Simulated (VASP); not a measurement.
# Be64C33 (a cell with a defect) in VASP: single point with PBEsol

Aim: the single point of Be64C33 (a cell with a defect) with PBEsol.

All numbers are computed with VASP 6.6.1; they aren't measurements. Logs are shortened: lines on timing, memory, paths and dates and some standing lists are left out, and cuts for length are marked.

### Step 1. The cell of the first run

The cell holds a defect, 97 atoms: a = 8.621 Å, b = 8.621 Å, c = 8.621 Å, α = 90.00°, β = 90.00°, γ = 90.00°.

### Step 2. Single point, PBEsol

Input file INCAR:

```
  ALGO = Normal
  EDIFF = 1E-6
  ENCUT = 520
  GGA = PS
  GGA_COMPAT = F
  ISIF = 2
  ISMEAR = -1
  ISYM = -1
  LASPH = T
  LCHARG = F
  LREAL = Auto
  LWAVE = F
  NBANDS = 184
  NELM = 120
  PREC = Accurate
  SIGMA = 0.05
```

Input file KPOINTS:

```
explicit points
1
Reciprocal
  0.25000000   0.25000000   0.25000000 1
```

Input file POSCAR:

```
Be64C33
1.0
    8.6212760000      0.0000000000      0.0000000000
    0.0000000000      8.6212760000      0.0000000000
    0.0000000000      0.0000000000      8.6212760000
Be C
64 33
Direct
    0.3756420000      0.1247730000      0.1220060000
    0.3469410000      0.1385200000      0.6389690000
    0.3753820000      0.6234180000      0.1253050000
    0.3761890000      0.6271640000      0.6278400000
    0.8747750000      0.1204430000      0.1229280000
    0.8704540000      0.1197570000      0.6234750000
    0.8757200000      0.6214470000      0.1253930000
    0.8785990000      0.6180500000      0.6237940000
    0.1236990000      0.3734750000      0.1253440000
    0.1203450000      0.3763030000      0.6237450000
    0.1256560000      0.8731290000      0.1252890000
    0.1296160000      0.8739260000      0.6277820000
    0.6227030000      0.3726030000      0.1228580000
    0.6220500000      0.3681730000      0.6234680000
    0.6269780000      0.8734380000      0.1221280000
    0.6408160000      0.8445460000      0.6391280000
    0.1184670000      0.1258360000      0.3762960000
    0.1220070000      0.1228350000      0.8768160000
    0.1267170000      0.6244390000      0.3749040000
    0.1256260000      0.6233470000      0.8754640000
    0.6133460000      0.1116180000      0.3741770000
    0.6227770000      0.1204870000      0.8763810000
    0.6280990000      0.6162810000      0.3763460000
    0.6251110000      0.6196850000      0.8768920000
    0.1237900000      0.1242590000      0.1253430000
    0.1147100000      0.1246650000      0.6252120000
    0.1260870000      0.6238460000      0.1256310000
    0.1268110000      0.6245280000      0.6259690000
    0.6256850000      0.1234900000      0.1252310000
    0.6231790000      0.1209370000      0.6301790000
    0.6264960000      0.6215940000      0.1253970000
    0.6269520000      0.6123790000      0.6252870000
    0.3723650000      0.3823860000      0.3751200000
    0.3728070000      0.3731800000      0.8750090000
    0.3761150000      0.8738430000      0.3701950000
    0.3736050000      0.8712810000      0.8751570000
    0.8725060000      0.3702360000      0.3744320000
    0.8732170000      0.3709210000      0.8747740000
    0.8845860000      0.8701000000      0.3752030000
    0.8755050000      0.8705050000      0.8750660000
    0.3741990000      0.3750840000      0.1235190000
    0.3712070000      0.3785000000      0.6240600000
    0.3765140000      0.8742820000      0.1240060000
    0.3859590000      0.8831990000      0.6261980000
    0.8736800000      0.3714210000      0.1249400000
    0.8725970000      0.3703190000      0.6254980000
    0.8772800000      0.8719350000      0.1235930000
    0.8808370000      0.8689210000      0.6241130000
    0.3585050000      0.1501980000      0.3612760000
    0.3723030000      0.1213420000      0.8782700000
    0.3772620000      0.6266050000      0.3769350000
    0.3766070000      0.6221680000      0.8775450000
    0.8696840000      0.1208360000      0.3726210000
    0.8736350000      0.1216340000      0.8751130000
    0.8789680000      0.6184580000      0.3766660000
    0.8756070000      0.6212910000      0.8750660000
    0.1207220000      0.3767050000      0.3766130000
    0.1235800000      0.3733270000      0.8750200000
    0.1288380000      0.8750010000      0.3769260000
    0.1245200000      0.8743210000      0.8774750000
    0.6231270000      0.3676320000      0.3725640000
    0.6239250000      0.3713490000      0.8750980000
    0.6523640000      0.8562610000      0.3614160000
    0.6236510000      0.8699970000      0.8783950000
    0.9996470000      0.9973810000      0.0002050000
    0.9996460000      0.9973840000      0.5002040000
    0.9996500000      0.4973860000      0.0002050000
    0.9996590000      0.4973810000      0.5002040000
    0.4996430000      0.9973870000      0.0001950000
    0.4445080000      0.0530230000      0.5001160000
    0.4996550000      0.4973830000      0.0002030000
    0.4996540000      0.4973910000      0.5002000000
    0.2481000000      0.2489200000      0.0001700000
    0.2379890000      0.2590580000      0.5001640000
    0.2507700000      0.7485130000      0.0013590000
    0.2541960000      0.7518780000      0.5012690000
    0.7485270000      0.2462550000      0.9990390000
    0.7451130000      0.2428950000      0.4991270000
    0.7511980000      0.7458480000      0.0002400000
    0.7613230000      0.7357020000      0.5002470000
    0.2496370000      0.0005030000      0.2497810000
    0.2449860000      0.9986690000      0.7563790000
    0.2498830000      0.5006580000      0.2501540000
    0.2492350000      0.4992670000      0.7508600000
    0.7543040000      0.9961110000      0.2440160000
    0.7496610000      0.9942660000      0.7506120000
    0.7500720000      0.4955040000      0.2495460000
    0.7494300000      0.4941040000      0.7502530000
    0.9977190000      0.2478030000      0.2495240000
    0.9964000000      0.2471140000      0.7502190000
    0.0028970000      0.7476530000      0.2501920000
    0.0015890000      0.7469570000      0.7508800000
    0.4983380000      0.2522250000      0.2438880000
    0.4965780000      0.2474080000      0.7506170000
    0.5027150000      0.7473660000      0.2497820000
    0.5009720000      0.7425460000      0.7565260000
    0.5548420000      0.9417220000      0.5002260000
```

Potentials or basis: VASP PAW PBE potentials, release 64 (Be, C).

Run with:

```
cat potpaw_PBE.64/Be/POTCAR potpaw_PBE.64/C/POTCAR > POTCAR
mpirun -np 1 vasp_std > vasp.out
```

OUTCAR:

```text
EDIFF = 1E-6
   ENCUT = 520
   GGA = PS
   ISIF = 2
   ISMEAR = -1
   ISYM = -1
   LASPH = T
   LREAL = Auto
   NELM = 120
   PREC = Accurate

 ion  position               nearest neighbor table
   1  0.376  0.125  0.122-  93 1.85  69 1.86  73 1.86  81 1.88  49 2.08  50 2.10  29 2.16  41 2.16
                            43 2.16  25 2.17
   2  0.347  0.139  0.639-  70 1.64  82 1.80  74 1.84  94 1.86  26 2.01  50 2.08  42 2.08  44 2.23
                            30 2.39
   3  0.375  0.623  0.125-  83 1.86  75 1.86  71 1.87  95 1.87  52 2.14  41 2.14  27 2.15  43 2.16
                            31 2.16  51 2.17
   4  0.376  0.627  0.628-  96 1.84  76 1.86  84 1.88  72 1.90  42 2.14  28 2.15  52 2.15  51 2.16
                            32 2.17  44 2.21
   5  0.875  0.120  0.123-  85 1.82  65 1.84  77 1.87  89 1.88  54 2.14  47 2.14  25 2.15  29 2.15
                            53 2.15  45 2.16
   6  0.870  0.120  0.623-  78 1.86  86 1.86  66 1.87  90 1.89  26 2.11  30 2.13  46 2.16  53 2.16
                            48 2.16  54 2.17
   7  0.876  0.621  0.125-  67 1.86  79 1.86  87 1.87  91 1.88  31 2.15  45 2.16  56 2.16  27 2.16
                            47 2.16  55 2.17
   8  0.879  0.618  0.624-  80 1.78  68 1.82  92 1.89  88 1.89  55 2.13  46 2.14  28 2.14  48 2.16
                            56 2.17  32 2.17
   9  0.124  0.373  0.125-  67 1.86  73 1.86  89 1.87  83 1.88  25 2.15  45 2.16  58 2.16  27 2.16
[... 117 lines left out ...]
  68  1.000  0.497  0.500-  10 1.82  55 1.82   8 1.82  57 1.82  19 1.89  46 1.89  28 1.89  37 1.89

  69  0.500  0.997  0.000-  43 1.84  22 1.84   1 1.86  64 1.86  15 1.86  50 1.86  29 1.88  36 1.88

  70  0.445  0.053  0.500-  97 1.35   2 1.64  49 1.64  21 1.88  44 1.89  30 1.99  35 2.00
  71  0.500  0.497  0.000-  13 1.84  52 1.84  24 1.85  41 1.85  62 1.87   3 1.87  34 1.87  31 1.87

  72  0.500  0.497  0.500-  33 1.83  32 1.83  23 1.85  42 1.85  51 1.87  14 1.87  61 1.90   4 1.90

  73  0.248  0.249  0.000-   1 1.86  50 1.86  58 1.86  34 1.86   9 1.86  25 1.86  18 1.87  41 1.87
[... 43 lines left out ...]
  95  0.503  0.747  0.250-  51 1.86  35 1.86  31 1.86  63 1.86   3 1.87  15 1.88  43 1.89  23 1.91

  96  0.501  0.743  0.757-  16 1.80  52 1.82  24 1.83   4 1.84  64 1.85  36 1.87  44 1.93  32 1.93

  97  0.555  0.942  0.500-  70 1.35  63 1.64  16 1.64  44 1.89  21 1.89  35 1.99  30 2.00

IMPORTANT INFORMATION: All symmetrisations will be switched off!
NOSYMM: (Re-)initialisation of all symmetry stuff for point group C_1.

----------------------------------------------------------------------------------------

                                     Primitive cell

  volume of cell :     640.7884

  direct lattice vectors                    reciprocal lattice vectors
     8.621276000  0.000000000  0.000000000     0.115992111  0.000000000  0.000000000
     0.000000000  8.621276000  0.000000000     0.000000000  0.115992111  0.000000000
     0.000000000  0.000000000  8.621276000     0.000000000  0.000000000  0.115992111

  length of vectors
     8.621276000  8.621276000  8.621276000     0.115992111  0.115992111  0.115992111

  position of ions in fractional coordinates (direct lattice)
     0.375642000  0.124773000  0.122006000
     0.346941000  0.138520000  0.638969000
     0.375382000  0.623418000  0.125305000
     0.376189000  0.627164000  0.627840000
     0.874775000  0.120443000  0.122928000
     0.870454000  0.119757000  0.623475000
[... 89 lines left out ...]
     0.500972000  0.742546000  0.756526000
     0.554842000  0.941722000  0.500226000

  ion indices of the primitive-cell ions
   primitive index   ion index
                 1           1
                 2           2
                 3           3
                 4           4
                 5           5
                 6           6
[... 89 lines left out ...]
                96          96
                97          97

----------------------------------------------------------------------------------------

 KPOINTS: explicit points

Read explicit list of k-points.
   k-points           NKPTS =      1   k-points in BZ     NKDIM =      1   number of bands    NBANDS=    184
   number of dos      NEDOS =    301   number of ions     NIONS =     97
   total plane-waves  NPLWV = 262144
   dimension x,y,z NGX =    64 NGY =   64 NGZ =   64
   dimension x,y,z NGXF=   128 NGYF=  128 NGZF=  128
   ions per type =              64  33
   NGX,Y,Z   is equivalent  to a cutoff of  12.34, 12.34, 12.34 a.u.
   NGXF,Y,Z  is equivalent  to a cutoff of  24.68, 24.68, 24.68 a.u.
 SYSTEM =  unknown system
   PREC   = accura    normal or accurate (medium, high low for compatibility)
   ISTART =      0    job   : 0-new  1-cont  2-samecut
   ICHARG =      2    charge: 1-file 2-atom 10-const
   ISPIN  =      1    spin polarized calculation?
   LNONCOLLINEAR =      F non collinear calculations
   LSORBIT =      F    spin-orbit coupling
   LASPH  =      T    aspherical Exc in radial PAW
   ENCUT  =  520.0 eV  38.22 Ry    6.18 a.u.  16.03 16.03 16.03*2*pi/ulx,y,z
   NELM   =    120;   NELMIN=  2; NELMDL= -5     # of ELM steps
   EDIFF  = 0.1E-05   stopping-criterion for ELM
   LREAL  =      T    real-space projection
   EDIFFG = 0.1E-04   stopping-criterion for IOM
   NSW    =      0    number of steps for IOM
   IBRION =     -1    ionic relax: 0-MD 1-quasi-New 2-CG
   NFREE  =      0    steps in history (QN), initial steepest desc. (CG)
   ISIF   =      2    stress and relaxation
   ISYM   =     -1    0-nonsym 1-usesym 2-fastsym
   POTIM  = 0.5000    time-step for ionic-motion
   TEBEG  =    0.0;   TEEND  =   0.0 temperature during run
   PSTRESS=    0.0 pullay stress
   NELECT =     260.0000    total number of electrons
   NUPDOWN=      -1.0000    fix difference up-down
   EMIN   =  10.00;   EMAX   =-10.00  energy-range for DOS
   EFERMI =   0.00;   METHOD = LEGACY
   ISMEAR =    -1;   SIGMA  =   0.05  broadening in eV -4-tet -1-fermi 0-gaus
   EFERMI_NEDOS =   21; number of points for ismear=-14 and -15
   IALGO  =     38    algorithm
   IMIX   =      4    mixing-type and parameters
     AMIX     =   0.40;   BMIX     =  1.00
     AMIX_MAG =   1.60;   BMIX_MAG =  1.00
  volume/ion in A,a.u.               =       6.61        44.58
  Fermi-wavevector in a.u.,A,eV,Ry     =   1.211977  2.290305 19.985440  1.468888
  Thomas-Fermi vector in A             =   2.347476
   LORBIT       =      0    0 simple, 1 ext, 2 COOP (PROOUT), +10 PAW based schemes
   GGA     = PS    functional components
   LHFCALC =     F    Hartree Fock is set to
   AEXX    =    0.0000 exact exchange contribution
   IVDW    =     0    specifies the selected vdW correction
   LEPSILON=     F    determine dielectric tensor
   LRPA    =     F    only Hartree local field effects (RPA)
 non-spin polarized calculation
  energy-cutoff  :      520.00
  volume of cell :      640.79
 maximum number of plane-waves:     17254
 NGX is ok and might be reduce to    64
   NGX = 33   NGY = 33   NGZ = 33

 number of electron     260.0000014 magnetization

 Free energy of the ion-electron system (eV)
  ---------------------------------------------------
  ext. energy  EPLUGINS =         0.00000000
  ---------------------------------------------------
  free energy    TOTEN  =      -592.21194330 eV

  energy without entropy =     -592.21093242  energy(sigma->0) =     -592.21143786

 E-fermi :   8.5536     XC(G=0): -11.6131

 val. band max:        8.1827143508   @ k =   0.2500   0.2500   0.2500
 cond. band min:       8.9244350804   @ k =   0.2500   0.2500   0.2500
 fundamental gap:      0.7417207295
 Fermi energy:         8.5535747227

 k-point     1 :       0.2500    0.2500    0.2500
  band No.  band energies     occupation
      1      -8.7592      2.00000
      2      -6.9119      2.00000
      3      -6.3879      2.00000
      4      -6.3552      2.00000
      5      -6.1277      2.00000
      6      -5.7538      2.00000
[... 134 lines left out ...]
    141      12.2353      0.00000
    142      12.2720      0.00000
 [bands above 142 left out]

------------------------ aborting loop because EDIFF is reached ----------------------------------------

  FORCE on cell =-STRESS in cart. coord.  units (eV):
  Direction    XX          YY          ZZ          XY          YZ          ZX
  --------------------------------------------------------------------------------------
  -------------------------------------------------------------------------------------
  Total       19.8767987     20.0736015     19.2777267    -17.1343993     -7.7529290     -7.6865080
  in kB       49.6983964     50.1904669     48.2005236    -42.8415148    -19.3848188    -19.2187447
  external PRESSURE =      49.3631290 kB  Pullay stress =       0.0000000 kB

 VOLUME and BASIS-vectors are now :
 -----------------------------------------------------------------------------
  energy-cutoff  :      520.00
  volume of cell :      640.79
      direct lattice vectors                 reciprocal lattice vectors
     8.621276000  0.000000000  0.000000000     0.115992111  0.000000000  0.000000000
     0.000000000  8.621276000  0.000000000     0.000000000  0.115992111  0.000000000
     0.000000000  0.000000000  8.621276000     0.000000000  0.000000000  0.115992111

 POSITION                                       TOTAL-FORCE (eV/Angst)
 -----------------------------------------------------------------------------------
      3.23851      1.07570      1.05185        -0.000901     -0.000696     -0.000148
      2.99107      1.19422      5.50873        -0.005370      0.010508      0.016294
      3.23627      5.37466      1.08029        -0.000168      0.001613     -0.000813
      3.24323      5.40695      5.41278         0.000566      0.000037     -0.003563
      7.54168      1.03837      1.05980         0.000996      0.006569     -0.001214
      7.50442      1.03246      5.37515        -0.001045      0.002953      0.000846
[... 89 lines left out ...]
      4.31902      6.40169      6.52222         0.006303      0.007599     -0.000973
      4.78345      8.11885      4.31259         0.050106     -0.043004      0.003685
 -----------------------------------------------------------------------------------
    total drift:                               -0.023596     -0.132019      0.004868

  FREE ENERGIE OF THE ION-ELECTRON SYSTEM (eV)
  ---------------------------------------------------
  free  energy   TOTEN  =      -592.2119433010 eV

  energy  without entropy=     -592.2109324187  energy(sigma->0) =     -592.21143786
```

Wall time 12 min (1 thread of Intel Xeon 8259CL, shared host); peak memory 0.59 GiB.

What came out:

* Free energy: -592.2119 eV
* Pressure: 4.9 GPa
* Largest force: 0.075 eV/Å
* Band gap on the k mesh: 0.74 eV

Forces in eV/Å, atoms in the order of the input:
```
Be  -0.001 -0.001  0.000
Be  -0.005  0.011  0.016
Be   0.000  0.002 -0.001
Be   0.001  0.000 -0.004
Be   0.001  0.007 -0.001
Be  -0.001  0.003  0.001
Be   0.001  0.002  0.002
Be   0.002  0.000  0.010
Be   0.001  0.001  0.003
Be  -0.002  0.003  0.010
Be   0.002  0.001  0.000
Be  -0.004  0.000 -0.002
Be   0.005  0.001 -0.001
Be   0.001  0.002  0.001
Be  -0.001 -0.001 -0.003
Be   0.006 -0.002  0.014
Be   0.004  0.000  0.000
Be  -0.001  0.005  0.000
Be   0.001  0.003  0.005
Be   0.000  0.000  0.003
Be   0.020  0.009 -0.013
Be   0.001  0.003 -0.003
Be  -0.001  0.003 -0.001
Be   0.005  0.001 -0.001
Be   0.001  0.003  0.000
Be   0.005  0.000  0.000
Be  -0.001  0.000 -0.002
Be   0.002  0.002 -0.003
Be  -0.001 -0.001  0.000
Be  -0.007 -0.007 -0.006
Be   0.002  0.001 -0.002
Be   0.000  0.006 -0.001
Be   0.000 -0.004  0.001
Be  -0.002  0.002  0.001
Be   0.007  0.009  0.007
Be   0.002  0.004  0.000
Be  -0.001  0.001  0.003
Be   0.001  0.002  0.002
Be  -0.004  0.002  0.000
Be   0.000  0.000  0.000
Be  -0.004  0.002  0.000
Be   0.002 -0.001  0.000
Be   0.000 -0.001  0.002
Be  -0.019 -0.008  0.012
Be   0.001  0.002 -0.003
Be  -0.001  0.000 -0.004
Be   0.001 -0.002  0.000
Be  -0.003  0.003  0.000
Be  -0.009  0.009 -0.017
Be   0.002  0.003  0.002
Be  -0.001  0.001 -0.001
Be  -0.005  0.002  0.000
Be   0.005  0.002  0.002
Be   0.000  0.002  0.000
Be   0.002  0.000 -0.010
Be  -0.001  0.001 -0.003
Be  -0.001  0.003 -0.010
Be  -0.001 -0.001 -0.002
Be   0.002  0.000 -0.001
Be  -0.001 -0.004  0.002
Be   0.000  0.002  0.003
Be   0.001  0.001  0.001
Be   0.011 -0.013 -0.022
Be   0.001  0.003  0.000
C    0.001 -0.010 -0.001
C    0.001 -0.010 -0.001
C    0.000 -0.011 -0.001
C    0.000 -0.011 -0.001
C    0.001 -0.010  0.000
C   -0.054  0.051  0.010
C    0.000 -0.009  0.000
C    0.000 -0.011  0.000
C   -0.007 -0.002  0.002
C    0.007 -0.007  0.000
C   -0.001 -0.005  0.006
C    0.005 -0.004 -0.002
C    0.005 -0.002 -0.002
C   -0.006  0.003  0.002
C   -0.005  0.000  0.000
C   -0.008  0.005  0.000
C    0.009 -0.004  0.005
C    0.001 -0.001 -0.004
C   -0.001 -0.006 -0.003
C    0.000  0.003  0.002
C   -0.005 -0.001 -0.001
C   -0.007 -0.002  0.000
C    0.002  0.000 -0.005
C    0.001 -0.002  0.003
C   -0.001  0.003 -0.003
C   -0.006  0.003  0.003
C    0.001  0.000 -0.002
C   -0.006 -0.005  0.003
C   -0.004 -0.004  0.003
C   -0.003  0.000  0.003
C    0.002  0.003 -0.002
C    0.006  0.008 -0.001
C    0.050 -0.043  0.004
```

Stress tensor (GPa, compression positive):
```
 4.97 -4.28 -1.92
-4.28  5.02 -1.94
-1.92 -1.94  4.82
```

Levels at points of the mesh, in eV from the valence-band top:
| k point | band 128 | band 129 | band 130 | band 131 | band 132 | band 133 |
| --- | --- | --- | --- | --- | --- | --- |
| (0.25, 0.25, 0.25) | -0.80 | -0.80 | 0.00 | 0.74 | 1.72 | 1.94 |

Caveat: the PAW data sets were made with another functional, which shifts forces and pressure a little.
